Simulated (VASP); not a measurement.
Runs of VASP 6.6.1 on SiC. The structure is that of space group P6_3mc (No. 186), or close to it. The cells are those of the table. 

| task | cell | gap on the mesh (eV) | pressure (GPa) | largest force (eV/Å) |
| --- | --- | --- | --- | --- |
| electric field gradients | a = 3.076, b = 3.063, c = 5.048 Å, angles 89.8, 89.4, 119.6°, 4 atoms | 2.32 | 3.7 | 0.78 |
| electric field gradients | a = 3.076, b = 3.076, c = 5.048 Å, angles 90.0, 90.0, 120.0°, 4 atoms | 2.32 | 3.6 | 0.75 |
| single point | a = 2.984, b = 2.984, c = 5.048 Å, angles 90.0, 90.0, 120.0°, 4 atoms | (b) | (a) | 1.15 |
| single point | a = 3.076, b = 3.063, c = 5.048 Å, angles 89.8, 89.4, 119.6°, 4 atoms | 2.32 | 3.7 | 0.78 |
| single point | a = 3.076, b = 3.076, c = 5.048 Å, angles 90.0, 90.0, 120.0°, 4 atoms | 2.32 | 3.6 | 0.75 |
| single point | a = 3.045, b = 3.045, c = 5.048 Å, angles 90.0, 90.0, 120.0°, 4 atoms | 2.31 | 8.7 | 0.87 |
| single point | a = 3.138, b = 3.138, c = 5.048 Å, angles 90.0, 90.0, 120.0°, 4 atoms | 2.33 | -5.0 | 0.57 |

Alike in all rows: level PBE; potentials or basis VASP PAW PBE potentials, release 64 (Si, C); no spin polarisation; k mesh 15 × 15 × 8; cutoff (eV) 520; smearing fermi-dirac 0.08 eV.

Q: Estimate the missing entries.

A: (a) 20.3; (b) 2.29.

Caveats: an odd mesh through Γ misses points on the zone boundary, where band edges can lie; the cell stands under pressure (at least some runs); forces of over 1 eV/Å act on the atoms, so gaps and moduli don't describe the material at rest (at least some runs); the cell stands under tension (at least some runs).
